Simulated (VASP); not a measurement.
Wanted: the native input for a VASP 6.6.1 run.

```
Task                   : electric field gradients
Functional             : r2SCAN
Potentials or basis    : VASP PAW PBE potentials, release 64 (Ag, Cl)
Cutoff                 : 520 eV
k mesh                 : 9 × 9 × 9
Occupations            : fermi-dirac, width 0.01 eV
Spin                   : no spin polarisation
Dipole correction      : no
Further INCAR settings : ALGO = Normal; EDIFF = 1e-08; NBANDS = 16
```

AgCl:

```
Ag Cl
1.0
     0.00000    2.80915    2.80915
     2.80915    0.00000    2.80915
     2.80915    2.80915    0.00000
Ag Cl
1 1
Direct
  0.00000 0.00000 0.00000
  0.50000 0.50000 0.50000
```

This cell differs from its parent crystal: volume scaled by 1.04.

One way to write it, as run:

POSCAR

```
AgCl
1.0
    0.0000000000      2.8091495888      2.8091495888
    2.8091495888      0.0000000000      2.8091495888
    2.8091495888      2.8091495888      0.0000000000
Ag Cl
1 1
Direct
    0.0000000000      0.0000000000      0.0000000000
    0.5000000000      0.5000000000      0.5000000000
```

INCAR.step1

```
ALGO = Normal
EDIFF = 1E-4
ENCUT = 520
GGA = PE
ISMEAR = -1
LASPH = True
LCHARG = False
LREAL = False
LWAVE = True
NBANDS = 16
NELM = 80
PREC = Accurate
SIGMA = 0.01
```

INCAR.step2

```
ALGO = Normal
EDIFF = 1E-8
ENCUT = 520
ISIF = 2
ISMEAR = -1
ISTART = 1
LASPH = True
LCHARG = False
LEFG = True
LMIXTAU = True
LREAL = False
LWAVE = False
METAGGA = R2SCAN
NBANDS = 16
NELM = 80
PREC = Accurate
SIGMA = 0.01
```

KPOINTS

```
k-points
0
Gamma
  9 9 9
```

Potentials or basis: VASP PAW PBE potentials, release 64 (Ag, Cl).

Command:

```console
$ cat potpaw_PBE.64/Ag/POTCAR potpaw_PBE.64/Cl/POTCAR > POTCAR
$ cp INCAR.step1 INCAR
$ mpirun -np 1 vasp_std > vasp.out
$ cp INCAR.step2 INCAR
$ mpirun -np 1 vasp_std > vasp.out
```

Results of the run:

```
Pressure               : -1.9 GPa
Band gap on the k mesh : 1.47 eV, indirect (least direct gap 3.54 eV)
```

Caveat: without QUAD_EFG the Cq values of the log hold for a quadrupole moment of 1 mb, not for the nuclei; the PAW data sets were made with another functional, which shifts forces and pressure a little.

Run time: 62 s on 1 thread of Intel(R) Xeon(R) 6975P-C (Granite Rapids) (shared host), peak memory 0.18 GiB.
